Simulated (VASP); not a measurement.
A run of VASP 6.6.1 is set up as follows.

INCAR

```
SYSTEM = Y
ALGO = Normal ; EDIFF = 1E-7
ENCUT = 520 ; ISIF = 2
ISMEAR = -1 ; LASPH = .TRUE.
LCHARG = .FALSE. ; LREAL = .FALSE.
LWAVE = .FALSE. ; NBANDS = 12
NELM = 80 ; PREC = Accurate
SIGMA = 0.1
```

Contents of KPOINTS:

```
k-points
0
G
  11 11 11
  0 0 0
```

The input POSCAR:

```
Y
1.0
    3.1408734753      0.0000000000      0.0000000000
    0.0000000000      3.1408734753      0.0000000000
    0.0000000000      0.0000000000      3.1408734753
Y
1
Direct
    0.0000000000      0.0000000000      0.0000000000
```

Potentials or basis: VASP PAW LDA potentials, release 64 (Y_sv).

Command:

```sh
$ cat potpaw_LDA.64/Y_sv/POTCAR > POTCAR
$ mpirun -np 1 vasp_std > vasp.out
```

**Question.** Predict the pressure.

**Answer.** -0.1 GPa.
